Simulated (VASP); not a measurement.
# GaN in VASP: further runs

The runs below take GaN through single point, with r2SCAN.

All numbers are computed with VASP 6.6.1; they aren't measurements. Logs are shortened: lines on timing, memory, paths and dates and some standing lists are left out, and cuts for length are marked.

**1. The cell of the first run**

The structure is orthorhombic, space group Immm (No. 71). The conventional cell has a = 2.952 Å, b = 3.012 Å, c = 4.217 Å, α = 90.00°, β = 90.00°, γ = 90.00°. Ga (site symmetry mmm) has 6 N at 2.11 Å within 2.8 Å. Within 2.8 Å of N (site symmetry mmm) lie 6 Ga at 2.11 Å.

**2. Single point, r2SCAN (shear xy strain -2.0%)**

Input file POSCAR:

```
GaN
1.0
   -0.0212960052      2.1085153689      2.1085153689
    2.1085153689     -0.0212960052      2.1085153689
    2.0872193637      2.0872193637      0.0000000000
Ga N
1 1
Direct
    0.5000000000      0.5000000000      0.5000000000
    0.0000000000      0.0000000000      0.0000000000
```

Input file INCAR.step1:

```
ALGO = Normal ; EDIFF = 1E-5
ENCUT = 1460 ; GGA = PE
GGA_COMPAT = F ; ISMEAR = 0
LASPH = T ; LCHARG = F
LREAL = F ; LWAVE = T
NBANDS = 16 ; NELM = 120
PREC = Accurate ; SIGMA = 0.01
```

Input file INCAR.step2:

```
ALGO = Normal ; EDIFF = 1E-6
ENCUT = 1460 ; GGA_COMPAT = F
ISIF = 2 ; ISMEAR = 0
ISTART = 1 ; LASPH = T
LCHARG = F ; LMIXTAU = T
LREAL = F ; LWAVE = F
METAGGA = R2SCAN ; NBANDS = 16
NELM = 120 ; PREC = Accurate
SIGMA = 0.01
```

Input file KPOINTS:

```
k-points
0
Gamma
  10 10 10
```

Potentials or basis: VASP PAW PBE potentials, release 64 (Ga_d, N_h).

Started as:

```
> cat potpaw_PBE.64/Ga_d/POTCAR potpaw_PBE.64/N_h/POTCAR > POTCAR
> cp INCAR.step1 INCAR
> mpirun -np 1 vasp_std > vasp.out
> cp INCAR.step2 INCAR
> mpirun -np 1 vasp_std > vasp.out
```

OUTCAR:

```text
EDIFF = 1E-6
   ENCUT = 1460
   ISIF = 2
   ISMEAR = 0
   ISTART = 1
   LASPH = T
   LREAL = F
   METAGGA = R2SCAN
   NELM = 120
   PREC = Accurate

 ion  position               nearest neighbor table
   1  0.500  0.500  0.500-   2 2.11   2 2.11   2 2.11   2 2.11   2 2.11   2 2.11
   2  0.000  0.000  0.000-   1 2.11   1 2.11   1 2.11   1 2.11   1 2.11   1 2.11

  LATTYP: Found a body centered orthorhombic cell.
 ALAT       =     2.9517739318
 B/A-ratio  =     1.0204061016
 C/A-ratio  =     1.4286428552

  Lattice vectors:

 A1 = (   0.0212960052,  -2.1085153689,  -2.1085153689)
 A2 = (  -0.0212960052,   2.1085153689,  -2.1085153689)
 A3 = (   2.1085153689,  -0.0212960052,   2.1085153689)

Analysis of symmetry for initial positions (statically):
=====================================================================
 Subroutine PRICEL returns:
 Original cell was already a primitive cell.

 Routine SETGRP: Setting up the symmetry group for a
 body centered orthorhombic supercell.

 Subroutine GETGRP returns: Found  8 space group operations
 (whereof  8 operations were pure point group operations)
 out of a pool of  8 trial point group operations.

The static configuration has the point symmetry D_2h.

Analysis of symmetry for dynamics (positions and initial velocities):
=====================================================================
 Subroutine PRICEL returns:
 Original cell was already a primitive cell.

 Routine SETGRP: Setting up the symmetry group for a
 body centered orthorhombic supercell.

 Subroutine GETGRP returns: Found  8 space group operations
 (whereof  8 operations were pure point group operations)
 out of a pool of  8 trial point group operations.

The dynamic configuration has the point symmetry D_2h.

 Subroutine INISYM returns: Found  8 space group operations
 (whereof  8 operations are pure point group operations),
 and found     1 'primitive' translations

----------------------------------------------------------------------------------------

                                     Primitive cell

  volume of cell :      18.7463

  direct lattice vectors                    reciprocal lattice vectors
    -0.021296005  2.108515369  2.108515369    -0.234762574  0.234762574  0.237133676
     2.108515369 -0.021296005  2.108515369     0.234762574 -0.234762574  0.237133676
     2.087219364  2.087219364  0.000000000     0.239553163  0.239553163 -0.237133676

  length of vectors
     2.981967076  2.981967076  2.951773932     0.407994255  0.407994255  0.413526076

  position of ions in fractional coordinates (direct lattice)
     0.500000000  0.500000000  0.500000000
     0.000000000  0.000000000  0.000000000

  ion indices of the primitive-cell ions
   primitive index   ion index
                 1           1
                 2           2

----------------------------------------------------------------------------------------

 KPOINTS: k-points

Automatic generation of k-mesh.
 Grid dimensions read from file:
 generate k-points for:   10   10   10

 Generating k-lattice:

  Cartesian coordinates                     Fractional coordinates (reciprocal lattice)
    -0.023476257  0.023476257  0.023713368     0.100000000  0.000000000  0.000000000
     0.023476257 -0.023476257  0.023713368     0.000000000  0.100000000  0.000000000
     0.023955316  0.023955316 -0.023713368    -0.000000000 -0.000000000  0.100000000

  Length of vectors
     0.040799426  0.040799426  0.041352608

  Shift w.r.t. Gamma in fractional coordinates (k-lattice)
     0.000000000  0.000000000  0.000000000

 Subroutine IBZKPT returns following result:
 ===========================================

 Found    171 irreducible k-points:

 Following reciprocal coordinates:
            Coordinates               Weight
  0.000000  0.000000  0.000000      1.000000
  0.100000  0.000000  0.000000      4.000000
  0.200000  0.000000  0.000000      4.000000
  0.300000  0.000000  0.000000      4.000000
  0.400000  0.000000  0.000000      4.000000
  0.500000  0.000000  0.000000      2.000000
[... 16 lines left out ...]
  0.300000  0.300000  0.000000      2.000000
  0.400000  0.300000  0.000000      4.000000
 [... further k-points ...]
   k-points           NKPTS =    171   k-points in BZ     NKDIM =    171   number of bands    NBANDS=     16
   number of dos      NEDOS =    301   number of ions     NIONS =      2
   total plane-waves  NPLWV =  64000
   dimension x,y,z NGX =    40 NGY =   40 NGZ =   40
   dimension x,y,z NGXF=    80 NGYF=   80 NGZF=   80
   ions per type =               1   1
   NGX,Y,Z   is equivalent  to a cutoff of  22.30, 22.30, 22.53 a.u.
   NGXF,Y,Z  is equivalent  to a cutoff of  44.60, 44.60, 45.06 a.u.
 SYSTEM =  unknown system
   PREC   = accura    normal or accurate (medium, high low for compatibility)
   ISTART =      1    job   : 0-new  1-cont  2-samecut
   ICHARG =      0    charge: 1-file 2-atom 10-const
   ISPIN  =      1    spin polarized calculation?
   LNONCOLLINEAR =      F non collinear calculations
   LSORBIT =      F    spin-orbit coupling
   LASPH  =      T    aspherical Exc in radial PAW
   ENCUT  = 1460.0 eV 107.31 Ry   10.36 a.u.   9.29  9.29  9.20*2*pi/ulx,y,z
   NELM   =    120;   NELMIN=  2; NELMDL=  0     # of ELM steps
   EDIFF  = 0.1E-05   stopping-criterion for ELM
   LREAL  =      F    real-space projection
[... 7 lines left out ...]
   TEBEG  =    0.0;   TEEND  =   0.0 temperature during run
   PSTRESS=    0.0 pullay stress
   NELECT =      18.0000    total number of electrons
   NUPDOWN=      -1.0000    fix difference up-down
   EMIN   =  10.00;   EMAX   =-10.00  energy-range for DOS
   EFERMI =   0.00;   METHOD = LEGACY
   ISMEAR =     0;   SIGMA  =   0.01  broadening in eV -4-tet -1-fermi 0-gaus
   EFERMI_NEDOS =   21; number of points for ismear=-14 and -15
   IALGO  =     38    algorithm
   IMIX   =      4    mixing-type and parameters
     AMIX     =   0.40;   BMIX     =  1.00
     AMIX_MAG =   1.60;   BMIX_MAG =  1.00
  volume/ion in A,a.u.               =       9.37        63.25
  Fermi-wavevector in a.u.,A,eV,Ry     =   1.615079  3.052056 35.490510  2.608479
  Thomas-Fermi vector in A             =   2.709884
   LORBIT       =      0    0 simple, 1 ext, 2 COOP (PROOUT), +10 PAW based schemes
   METAGGA = R2SCAN    functional components
   LHFCALC =     F    Hartree Fock is set to
   AEXX    =    0.0000 exact exchange contribution
   IVDW    =     0    specifies the selected vdW correction
   LEPSILON=     F    determine dielectric tensor
   LRPA    =     F    only Hartree local field effects (RPA)
 non-spin polarized calculation
 Gauss-broadening in eV      SIGMA  =   0.01
  energy-cutoff  :     1460.00
  volume of cell :       18.75
 maximum number of plane-waves:      2397
 NGX is ok and might be reduce to    40
   NGX = 19   NGY = 19   NGZ = 19

 number of electron      18.0000001 magnetization

 Free energy of the ion-electron system (eV)
  ---------------------------------------------------
  ext. energy  EPLUGINS =         0.00000000
  ---------------------------------------------------
  free energy    TOTEN  =       -20.97405140 eV

  energy without entropy =      -20.97405140  energy(sigma->0) =      -20.97405140

 E-fermi :   8.2125     XC(G=0): -14.2100

 val. band max:        8.1665394046   @ k =  -0.2000   0.2000   0.0000
 cond. band min:       9.2438108269   @ k =   0.5000   0.5000   0.0000
 fundamental gap:      1.0772714223
 Fermi energy:         8.2124518829

 k-point     1 :       0.0000    0.0000    0.0000
  band No.  band energies     occupation
      1     -10.0276      2.00000
      2      -6.2829      2.00000
      3      -6.2811      2.00000
      4      -6.2742      2.00000
      5      -6.2079      2.00000
      6      -6.2042      2.00000
[... 8 lines left out ...]
     15      25.0822      0.00000
     16      25.2016      0.00000

 k-point     2 :       0.1000    0.0000    0.0000
  band No.  band energies     occupation
      1      -9.8329      2.00000
      2      -6.2911      2.00000
      3      -6.2805      2.00000
      4      -6.2674      2.00000
      5      -6.2185      2.00000
      6      -6.2102      2.00000
[... 8 lines left out ...]
     15      25.1706      0.00000
     16      25.2339      0.00000

 k-point     3 :       0.2000    0.0000    0.0000
  band No.  band energies     occupation
      1      -9.2700      2.00000
      2      -6.3292      2.00000
      3      -6.3067      2.00000
      4      -6.3061      2.00000
      5      -6.1884      2.00000
      6      -6.1824      2.00000
[... 8 lines left out ...]
     15      25.8695      0.00000
     16      26.3109      0.00000

 k-point     4 :       0.3000    0.0000    0.0000
  band No.  band energies     occupation
      1      -8.4188      2.00000
      2      -6.4006      2.00000
      3      -6.3770      2.00000
      4      -6.3410      2.00000
      5      -6.1282      2.00000
      6      -6.1262      2.00000
[... 8 lines left out ...]
     15      27.7041      0.00000
     16      28.1951      0.00000

 k-point     5 :       0.4000    0.0000    0.0000
  band No.  band energies     occupation
      1      -7.4862      2.00000
      2      -6.4613      2.00000
      3      -6.4349      2.00000
      4      -6.3983      2.00000
      5      -6.0777      2.00000
      6      -6.0774      2.00000
[... 8 lines left out ...]
     15      30.1409      0.00000
     16      30.6700      0.00000

 k-point     6 :       0.5000    0.0000    0.0000
  band No.  band energies     occupation
      1      -6.9747      2.00000
      2      -6.4904      2.00000
      3      -6.4752      2.00000
      4      -6.4569      2.00000
      5      -6.0590      2.00000
      6      -6.0577      2.00000
[... 8 lines left out ...]
     15      32.3224      0.00000
     16      32.8386      0.00000

 k-point     7 :       0.1000    0.1000    0.0000
  band No.  band energies     occupation
      1      -9.7696      2.00000
      2      -6.3020      2.00000
      3      -6.2596      2.00000
      4      -6.2540      2.00000
      5      -6.2521      2.00000
      6      -6.1973      2.00000
[... 8 lines left out ...]
     15      26.9638      0.00000
     16      27.3162      0.00000

 k-point     8 :       0.2000    0.1000    0.0000
  band No.  band energies     occupation
      1      -9.3442      2.00000
      2      -6.3271      2.00000
      3      -6.3060      2.00000
      4      -6.2568      2.00000
      5      -6.2102      2.00000
      6      -6.1723      2.00000
[... 8 lines left out ...]
     15      27.2646      0.00000
     16      28.2275      0.00000

 k-point     9 :       0.3000    0.1000    0.0000
  band No.  band energies     occupation
      1      -8.6306      2.00000
      2      -6.3724      2.00000
      3      -6.3338      2.00000
      4      -6.3106      2.00000
      5      -6.1282      2.00000
      6      -6.1164      2.00000
[... 8 lines left out ...]
     15      27.5870      0.00000
     16      29.5576      0.00000
[... 172 lines left out ...]
 k-point    19 :       0.5000    0.2000    0.0000
  band No.  band energies     occupation
      1      -7.7779      2.00000
      2      -6.3859      2.00000
      3      -6.3342      2.00000
      4      -6.2106      2.00000
      5      -6.0447      2.00000
      6      -5.2021      2.00000
[... 8 lines left out ...]
     15      31.0782      0.00000
     16      33.1435      0.00000

 k-point    20 :      -0.4000    0.2000    0.0000
  band No.  band energies     occupation
      1      -7.6484      2.00000
      2      -6.3923      2.00000
      3      -6.3766      2.00000
      4      -6.2250      2.00000
      5      -6.0694      2.00000
      6      -5.1627      2.00000
[... 8 lines left out ...]
     15      30.2301      0.00000
     16      30.4155      0.00000

 k-point    21 :      -0.3000    0.2000    0.0000
  band No.  band energies     occupation
      1      -7.8064      2.00000
      2      -6.3917      2.00000
      3      -6.3891      2.00000
      4      -6.2743      2.00000
      5      -6.1199      2.00000
      6      -5.6023      2.00000
[... 8 lines left out ...]
     15      29.0504      0.00000
     16      29.9865      0.00000

 k-point    22 :      -0.2000    0.2000    0.0000
  band No.  band energies     occupation
      1      -8.3066      2.00000
      2      -6.3850      2.00000
      3      -6.3729      2.00000
      4      -6.3086      2.00000
      5      -6.1714      2.00000
      6      -5.9328      2.00000
[... 8 lines left out ...]
     15      28.3927      0.00000
     16      30.1296      0.00000

 k-point    23 :       0.3000    0.3000    0.0000
  band No.  band energies     occupation
      1      -8.4955      2.00000
      2      -6.3946      2.00000
      3      -6.1355      2.00000
      4      -6.1125      2.00000
      5      -6.1088      2.00000
      6      -5.7661      2.00000
[... 8 lines left out ...]
     15      33.0712      0.00000
     16      34.8251      0.00000

 k-point    24 :       0.4000    0.3000    0.0000
  band No.  band energies     occupation
      1      -8.2972      2.00000
      2      -6.4091      2.00000
      3      -6.1647      2.00000
      4      -6.0938      2.00000
      5      -6.0528      2.00000
      6      -5.1451      2.00000
[... 8 lines left out ...]
     15      34.0474      0.00000
     16      35.5144      0.00000

 [... further k-points ...]

------------------------ aborting loop because EDIFF is reached ----------------------------------------

  FORCE on cell =-STRESS in cart. coord.  units (eV):
  Direction    XX          YY          ZZ          XY          YZ          ZX
  --------------------------------------------------------------------------------------
  -------------------------------------------------------------------------------------
  Total        0.1335952      0.1335952      0.1172697      0.5538062      0.0000000      0.0000000
  in kB       11.4178791     11.4178791     10.0225997     47.3317277      0.0000000      0.0000000
  external PRESSURE =      10.9527859 kB  Pullay stress =       0.0000000 kB

 VOLUME and BASIS-vectors are now :
 -----------------------------------------------------------------------------
  energy-cutoff  :     1460.00
  volume of cell :       18.75
      direct lattice vectors                 reciprocal lattice vectors
    -0.021296005  2.108515369  2.108515369    -0.234762574  0.234762574  0.237133676
     2.108515369 -0.021296005  2.108515369     0.234762574 -0.234762574  0.237133676
     2.087219364  2.087219364  0.000000000     0.239553163  0.239553163 -0.237133676

 POSITION                                       TOTAL-FORCE (eV/Angst)
 -----------------------------------------------------------------------------------
      2.08722      2.08722      2.10852         0.000000     -0.000000      0.000000
      0.00000      0.00000      0.00000        -0.000000      0.000000      0.000000
 -----------------------------------------------------------------------------------
    total drift:                               -0.000000     -0.000000      0.000000

  FREE ENERGIE OF THE ION-ELECTRON SYSTEM (eV)
  ---------------------------------------------------
  free  energy   TOTEN  =       -20.9740513976 eV

  energy  without entropy=      -20.9740513976  energy(sigma->0) =      -20.97405140
```

It took 7 min on 1 thread of Intel Xeon 6975P-C (Granite Rapids), shared host; peak memory 0.45 GiB.

What came out:

```yaml
Free_energy: -20.9741 eV
Pressure: 1.1 GPa
Band_gap_on_the_k_mesh: 1.08 eV (least direct gap 3.26 eV)
```

Stress tensor (GPa, compression positive):
```
1.14 4.73 0.00
4.73 1.14 0.00
0.00 0.00 1.00
```

Levels at points of the mesh, in eV from the valence-band top:
| k point | band 6 | band 7 | band 8 | band 9 | band 10 | band 11 | band 12 | band 13 |
| --- | --- | --- | --- | --- | --- | --- | --- | --- |
| (0.00, 0.00, 0.00) | -14.37 | -0.72 | -0.59 | -0.46 | 2.81 | 15.13 | 15.45 | 15.75 |
| (0.50, 0.00, 0.00) | -14.22 | -8.53 | -0.23 | -0.15 | 5.46 | 9.88 | 10.03 | 10.33 |
| (0.50, 0.50, 0.00) | -11.60 | -7.34 | -3.40 | -3.00 | 1.08 | 8.47 | 13.06 | 15.63 |
| (0.00, 0.00, 0.50) | -14.22 | -8.36 | -0.32 | -0.25 | 5.20 | 9.58 | 9.73 | 10.36 |
| (0.50, 0.00, 0.50) | -11.60 | -7.34 | -3.20 | -3.20 | 1.10 | 8.45 | 13.03 | 15.70 |

Caveat: the cell differs from its parent crystal (shear xy strain -2.0%); the PAW data sets were made with another functional, which shifts forces and pressure a little.

**3. Single point, r2SCAN**

Input file POSCAR:

```
GaN
1.0
    0.0000000000      2.1085153689      2.1085153689
    2.1085153689      0.0000000000      2.1085153689
    2.1085153689      2.1085153689      0.0000000000
Ga N
1 1
Direct
    0.5000000000      0.5000000000      0.5000000000
    0.0000000000      0.0000000000      0.0000000000
```

Input file INCAR.step1:

```
PREC = Accurate
ENCUT = 1460
ISMEAR = 0
SIGMA = 0.01
LREAL = F
LASPH = T
NELM = 120
NBANDS = 16
GGA = PE
ALGO = Normal
EDIFF = 1E-5
LWAVE = T
LCHARG = F
GGA_COMPAT = F
```

Input file INCAR.step2:

```
PREC = Accurate
ENCUT = 1460
EDIFF = 1E-6
ISMEAR = 0
SIGMA = 0.01
LREAL = F
LASPH = T
NELM = 120
ALGO = Normal
ISIF = 2
LWAVE = F
LCHARG = T
METAGGA = R2SCAN
LMIXTAU = T
LELF = T
LVHAR = T
NBANDS = 16
ISTART = 1
GGA_COMPAT = F
```

Input file KPOINTS:

```
Automatic mesh
0
Gamma
  10 10 10
```

Potentials or basis: VASP PAW PBE potentials, release 64 (Ga_d, N_h).

Started as:

```
> cat potpaw_PBE.64/Ga_d/POTCAR potpaw_PBE.64/N_h/POTCAR > POTCAR
> cp INCAR.step1 INCAR
> mpirun -np 1 vasp_std > vasp.out
> cp INCAR.step2 INCAR
> mpirun -np 1 vasp_std > vasp.out
```

Wall time 2.2 min (1 thread of Intel Xeon 6975P-C (Granite Rapids), shared host); peak memory 0.31 GiB.

Results (log left out):

```yaml
Free_energy: -20.9797 eV
Pressure: 1.0 GPa
Band_gap_on_the_k_mesh: 1.18 eV (least direct gap 3.41 eV)
```

Levels at points of the mesh, in eV from the valence-band top:
```tsv
k point	band 6	band 7	band 8	band 9	band 10	band 11	band 12	band 13
(0.00, 0.00, 0.00)	-14.29	-0.50	-0.50	-0.50	2.90	15.52	15.52	15.52
(0.50, 0.00, 0.00)	-14.13	-8.36	-0.15	-0.15	5.43	9.88	9.88	10.44
(0.50, 0.50, 0.00)	-11.51	-7.25	-3.12	-3.12	1.18	8.54	13.15	15.78
```

Caveat: the PAW data sets were made with another functional, which shifts forces and pressure a little.
